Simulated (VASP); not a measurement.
Here is a VASP 6.6.1 calculation.

INCAR

```
SYSTEM = AlRu
PREC = Accurate ; ENCUT = 600
EDIFF = 1E-6 ; ISMEAR = -1
SIGMA = 0.1 ; LREAL = .FALSE.
LASPH = .TRUE. ; NELM = 100
ALGO = Normal ; ISIF = 3
LWAVE = .FALSE. ; LCHARG = .FALSE.
GGA = PE ; IBRION = 2
NSW = 60 ; EDIFFG = -0.005
```

File KPOINTS:

```
regular mesh
0
G
  14 14 14
  0 0 0
```

File POSCAR:

```
AlRu
1.0
    0.0000000000      2.5359338295      2.5359338295
    2.5359338295      0.0000000000      2.5359338295
    2.5359338295      2.5359338295      0.0000000000
Ru Al
1 1
Direct
    0.0000000000      0.0000000000      0.0000000000
    0.5000000000      0.5000000000      0.5000000000
```

Potentials or basis: VASP PAW PBE potentials, release 64 (Ru_pv, Al).

Launch:

```bash
$ cat potpaw_PBE.64/Ru_pv/POTCAR potpaw_PBE.64/Al/POTCAR > POTCAR
$ mpirun -np 1 vasp_std > vasp.out
```

Question: Predict the relaxed cell.

Answer: a = 3.525 Å, b = 3.525 Å, c = 3.525 Å, α = 60.00°, β = 60.00°, γ = 60.00°.

Question: Predict the relaxed volume.

Answer: 15.49 Å³/atom.

Question: Predict the space group after relaxing (to 0.1 Å).

Answer: Fm-3m (No. 225).

Final structure:
```yaml
crystal:
  lattice:
    - [0.00000, 2.49280, 2.49280]
    - [2.49280, 0.00000, 2.49280]
    - [2.49280, 2.49280, 0.00000]
  atoms:
    - { symbol: Ru, position: [0.00000, 0.00000, 0.00000] }
    - { symbol: Al, position: [0.50000, 0.50000, 0.50000] }
```
